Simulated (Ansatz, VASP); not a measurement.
## One calculation of In7GaN8, two programs

```
Ga In N
1.0
     0.00000    0.00000   -5.64384
    -6.98581    0.00000    0.00000
     3.49290    6.04988    0.00000
Ga In N
1 7 8
Direct
  0.00119 0.66667 0.33333
  0.00203 0.16611 0.33223
  0.00203 0.66777 0.83389
  0.00203 0.16611 0.83389
  0.50173 0.34035 0.17018
  0.50173 0.82982 0.17018
  0.50203 0.33333 0.66667
  0.50173 0.82982 0.65965
  0.65354 0.66667 0.33333
  0.62027 0.16553 0.33105
  0.62027 0.66895 0.83447
  0.62027 0.16553 0.83447
  0.11644 0.35555 0.17777
  0.11644 0.82223 0.17777
  0.12184 0.33333 0.66667
  0.11644 0.82223 0.64445
```

Alike in both runs: task single point; functional PBEsol; k mesh 6 × 6 × 6; occupations gaussian, width 0.1 eV; no spin polarisation.

```csv
,VASP,Ansatz
version,VASP 6.6.1,Ansatz 0.2.0
potentials or method,"VASP PAW PBE potentials, release 64 (Ga_d, In_d, N), cutoff 520 eV","scalar-relativistic, plane waves, PAW"
valence electrons in the cell,144,144
```

Ansatz gave:

| Quantity | Value |
| --- | --- |
| gap on the k mesh at the Fermi level (eV) | none |
| pressure (GPa) | 0.0 |
| rms of the force components (eV/Å) | 0.001 |

Problem. Which values does VASP return?

Solution. gap on the k mesh at the Fermi level (eV): none; pressure (GPa): 0.2; rms of the force components (eV/Å): 0.008.

VASP's potentials were made for PBE, not for PBEsol. Atom by atom the forces differ by 0.008 eV/Å (rms over components). A gap of «none» marks a metal or a gap that the smearing closes.
